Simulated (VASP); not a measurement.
Set up this calculation in VASP 6.6.1, as the native input.

```
Task                   : single point
Functional             : LDA
Potentials or basis    : VASP PAW LDA potentials, release 64 (Ti_sv, B)
Cutoff                 : 500 eV
k mesh                 : 9 × 9 × 7
Occupations            : gaussian, width 0.05 eV
Spin                   : no spin polarisation
Dipole correction      : no
Further INCAR settings : ALGO = Normal; EDIFF = 1e-06; NBANDS = 16
```

The structure of TiB2 lies in POSCAR:

```
TiB2
1.0
    2.9960136454      0.0000000000      0.0000000000
   -1.4980068227      2.5946239270      0.0000000000
    0.0000000000      0.0000000000      3.1539260893
Ti B
1 2
Direct
    0.0000000000      0.0000000000      0.0000000000
    0.3333333333      0.6666666667      0.5000000000
    0.6666666667      0.3333333333      0.5000000000
```

The input as run:

INCAR

```
PREC = Accurate ; ENCUT = 500
EDIFF = 1E-6 ; ISMEAR = 0
SIGMA = 0.05 ; LREAL = F
LASPH = T ; NELM = 120
ALGO = Normal ; ISIF = 2
LWAVE = F ; LCHARG = F
NBANDS = 16 ; GGA_COMPAT = F
```

KPOINTS

```
Automatic mesh
0
Gamma
  9 9 7
```

Potentials or basis: VASP PAW LDA potentials, release 64 (Ti_sv, B).

Run with:

```sh
$ cat potpaw_LDA.64/Ti_sv/POTCAR potpaw_LDA.64/B/POTCAR > POTCAR
$ mpirun -np 1 vasp_std > vasp.out
```

It gave:

| Quantity | Value |
| --- | --- |
| Pressure | 0.6 GPa |
| Band gap on the k mesh | zero (band 9 reaches 10.81 eV, above the bottom of band 10 at 10.24 eV) |

It took 6.4 s on 1 thread of Intel(R) Xeon(R) 6975P-C (Granite Rapids) (shared host), peak memory 0.13 GiB.
